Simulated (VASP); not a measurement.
InAs:

```
CELL_PARAMETERS angstrom
0.00000 3.01800 3.01800
3.01800 0.00000 3.01800
3.01800 3.01800 0.00000
ATOMIC_POSITIONS crystal
In 0.00000 0.00000 0.00000
As 0.25000 0.25000 0.25000
```

```yaml
Program: VASP 6.6.1
Task: relaxation of cell and atoms
Functional: PBEsol
Potentials_or_basis: VASP PAW PBE potentials, release 64 (In_d, As)
Cutoff: 600 eV
k_mesh: 10 × 10 × 10
Occupations: gaussian, width 0.1 eV
Spin: no spin polarisation
```

At the start: pressure 1.6 GPa; volume 27.49 Å³/atom.

Where does the relaxation end?

Over 3 steps the energy falls by 3.7 meV/atom and the volume is 28.25 Å³/atom (+2.8 %); space group F-43m (No. 216, to 0.1 Å) before and after.

Step by step:
```tsv
step	energy change (eV)	largest force (eV/Å)	pressure (GPa)	volume (Å³)
1	0.0000	0.0000	1.62	54.98
2	-0.0059	0.0000	-0.69	57.22
3	-0.0075	0.0000	0.01	56.49
```

Final structure:
```
CELL_PARAMETERS angstrom
0.00000 3.04544 3.04544
3.04544 0.00000 3.04544
3.04544 3.04544 0.00000
ATOMIC_POSITIONS crystal
In 0.00000 0.00000 0.00000
As 0.25000 0.25000 0.25000
```

Caveat: the PAW data sets were made with another functional, which shifts forces and pressure a little.
